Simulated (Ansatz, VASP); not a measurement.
**W6Cl: VASP beside Ansatz**

```xyz
7
Lattice="6.1664 0.0000 0.0000 -3.0832 5.3403 0.0000 0.0000 0.0000 4.0318" Properties=species:S:1:pos:R:3 pbc="T T T"
W     3.0832    0.0000    2.0159
W    -1.5416    2.6701    2.0159
W     1.5416    2.6701    2.0159
W     0.0000    3.5602    2.0159
W     3.0832    1.7801    2.0159
W     0.0000    0.0000    2.0159
Cl    0.0000    0.0000    0.0000
```

Alike in both runs: task relaxation of cell and atoms; functional PBE; k mesh 3 × 3 × 4; occupations gaussian, width 0.2 eV; no spin polarisation.

|  | VASP | Ansatz |
| --- | --- | --- |
| version | VASP 6.6.1 | Ansatz 0.2.0 |
| potentials or method | VASP PAW PBE potentials, release 64 (W_sv, Cl), cutoff 600 eV | scalar-relativistic, plane waves, PAW |
| valence electrons in the cell | 91 | 91 |

|  | VASP | Ansatz | Ansatz less VASP |
| --- | --- | --- | --- |
| gap on the k mesh at the Fermi level, each at its own relaxed structure (eV) | none | none | - |
| relaxed volume (Å³/atom) | 34.08 | 33.75 | -0.325 |
| relaxed cell length with the largest relative difference (Å) | 8.062 | 8.023 | -0.0392 |

A gap of «none» marks a metal or a gap that the smearing closes.

The k mesh is coarse, so the values compare programs but aren't converged. Neither program's run includes spin-orbit coupling. Noted on VASP's run: the volume moved by over 15 % at a fixed basis, so the end points are rough.
